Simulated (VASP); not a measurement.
Input of a VASP 6.6.1 run:

Contents of INCAR:

```
PREC = Accurate ; ENCUT = 520
EDIFF = 1E-7 ; ISMEAR = 0
SIGMA = 0.05 ; LREAL = False
LASPH = True ; NELM = 60
ALGO = Normal ; ISIF = 2
LWAVE = False ; LCHARG = False
GGA = PE ; NBANDS = 32
```

Contents of KPOINTS:

```
Automatic mesh
0
Gamma
  6 6 6
```

Contents of POSCAR:

```
Bi2Se3
1.0
    2.0413150769      1.1785538091      9.9123281612
   -2.0413150769      1.1785538091      9.9123281612
    0.0000000000     -2.3571076182      9.9123281612
Bi Se
2 3
Direct
    0.3955941725      0.3955941725      0.3955941725
    0.6044058275      0.6044058275      0.6044058275
    0.0000000000      0.0000000000      0.0000000000
    0.2210304535      0.2210304535      0.2210304535
    0.7789695465      0.7789695465      0.7789695465
```

Potentials or basis: VASP PAW PBE potentials, release 64 (Bi_d, Se).

Command:

```sh
$ cat potpaw_PBE.64/Bi_d/POTCAR potpaw_PBE.64/Se/POTCAR > POTCAR
$ mpirun -np 1 vasp_std > vasp.out
```

**Question.** Estimate the largest force.

**Answer.** 1.009 eV/Å.

**Question.** Estimate the pressure.

**Answer.** 6.6 GPa.

**Question.** What does it give for the band gap on the k mesh?

**Answer.** 0.56 eV (least direct gap 0.60 eV).

Stress tensor (GPa, compression positive):
```
6.43 0.00 0.00
0.00 6.43 0.00
0.00 0.00 6.88
```

Caveat: the cell differs from its parent crystal (strain -0.025 along x and y, -0.050 along z); the cell stands under pressure; spin-orbit coupling is left out, which moves the levels of the heavy elements; forces of over 1 eV/Å act on the atoms, so gaps and moduli don't describe the material at rest. A k mesh can miss the band edges.
